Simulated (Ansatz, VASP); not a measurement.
# CdTe: VASP beside Ansatz

```xyz
4
Lattice="3.0755 -3.1049 0.0000 3.0755 3.1049 0.0000 0.0000 0.0000 6.1109" Properties=species:S:1:pos:R:3 pbc="T T T"
Cd    3.0755    1.3846    4.5832
Cd    3.0755   -1.3846    1.5277
Te    3.0755   -1.6527    4.5832
Te    3.0755    1.6527    1.5277
```

Change from the starting cell: volume scaled by 1.01, crystal datasets.

Alike in both runs: task electric field gradients; functional PBEsol; k mesh 9 × 9 × 6; occupations fermi-dirac, width 0.05 eV; no spin polarisation.

|  | VASP | Ansatz |
| --- | --- | --- |
| version | VASP 6.6.1 | Ansatz 0.2.0 |
| potentials or method | VASP PAW PBE potentials, release 64 (Cd, Te), cutoff 520 eV | all-electron PAW with datasets made for the crystal, scalar-relativistic |

VASP gave:

| Quantity | Value |
| --- | --- |
| pressure (GPa) | -3.4 |
| traceless stress, the component that is largest in VASP (GPa) | 0.23 |
| rms of the force components (eV/Å) | 0.028 |
| size of Vzz on the site where it differs most (V/Å²) | 8.3 |

Task: Estimate Ansatz's values.

Result: Pressure (GPa): -3.6; traceless stress, the component that is largest in VASP (GPa): 0.22; rms of the force components (eV/Å): 0.030; size of Vzz on the site where it differs most (V/Å²): 9.1.

VASP's potentials were made for PBE, not for PBEsol. Atom by atom the forces differ by 0.003 eV/Å (rms over components). Ansatz ran all-electron here, and VASP with PAW potentials.

Neither program's run includes spin-orbit coupling.
